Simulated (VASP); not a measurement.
Crystal: Ti.

```
CELL_PARAMETERS angstrom
-1.52355 1.52355 1.52355
1.52355 -1.52355 1.52355
1.52355 1.52355 -1.52355
ATOMIC_POSITIONS crystal
Ti 0.00000 0.00000 0.00000
```

This isn't the form of Ti at room conditions, which is hcp.

Base run:

```yaml
Program: VASP 6.6.1
Functional: PBE
Potentials_or_basis: VASP PAW PBE potentials, release 64 (Ti_sv)
Cutoff: 520 eV
k_mesh: 22 × 22 × 22
Occupations: gaussian, width 0.15 eV
Spin: collinear spin
Starting_moments: "[0.6] μB"
Fixed_moment: 0.6 μB
```

Its results: pressure 30.2 GPa; site moments Ti +0.45 μB.

Task: The run is repeated on the same cell with these changes: fixed moment from 0.6 μB to 0.3 μB; moments at the start from [0.6] to [0.3]. What comes out?

Result: Pressure 28.9 GPa; site moments Ti +0.22 μB.

Caveats: the cell stands under pressure; the total moment is fixed, so each spin has its own Fermi level and the state may be an excited one.
